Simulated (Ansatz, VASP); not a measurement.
# One calculation of Sc, two programs

INCAR

```
ALGO = Normal
EDIFF = 1E-8
ENCUT = 520
GGA = PE
ISIF = 2
ISMEAR = -1
LASPH = T
LCHARG = F
LEFG = T
LREAL = F
LWAVE = F
NBANDS = 18
NELM = 60
PREC = Accurate
SIGMA = 0.05
```

File KPOINTS:

```
k-points
0
Gamma
  15 15 8
```

File POSCAR:

```
Sc
1.0
    3.2521873335      0.0000000000      0.0000000000
   -1.6260936668      2.8164768486      0.0000000000
    0.0000000000      0.0000000000      5.0632546939
Sc
2
Direct
    0.3333333333      0.6666666667      0.2500000000
    0.6666666667      0.3333333333      0.7500000000
```

Input for Ansatz:

```yaml
crystal:
  lattice:
    - [3.2521873335, 0.0, 0.0]
    - [-1.6260936668, 2.8164768486, 0.0]
    - [0.0, 0.0, 5.0632546939]
  atoms:
    - { symbol: Sc, position: [0.3333333333, 0.6666666667, 0.25] }
    - { symbol: Sc, position: [0.6666666667, 0.3333333333, 0.75] }
kpoints:
  mp_grid: { grid: [15, 15, 8] }
scf:
  occupations: { method: fermi_dirac, width: 0.05 }
hamiltonian:
  xc: pbe
  pseudopotentials: { kind: paw }
output:
  forces: true
  stress: true
  eigenvalues: true
  efg: { contact_densities: true }
```

Change from the starting cell: volume scaled by 0.9405, PAW files.

Alike in both runs: task electric field gradients; functional PBE; k mesh 15 × 15 × 8; occupations fermi-dirac, width 0.05 eV; no spin polarisation.

|  | VASP | Ansatz |
| --- | --- | --- |
| version | VASP 6.6.1 | Ansatz 0.2.0 |
| potentials or method | VASP PAW PBE potentials, release 64 (Sc_sv) | PAW with Ansatz's default frozen-core files, scalar-relativistic |
| plane-wave cutoff (eV) | 520 | 420 |
| valence electrons in the cell | 22 | 22 |

Ansatz gave:

* pressure (GPa): 3.7
* traceless stress, the component that is largest in VASP (GPa): -0.16
* size of Vzz on the site where it differs most (V/Å²): 15.8

Problem. What did VASP give for the same quantities?

Solution. Pressure (GPa): 3.7; traceless stress, the component that is largest in VASP (GPa): -0.16; size of Vzz on the site where it differs most (V/Å²): 16.7.
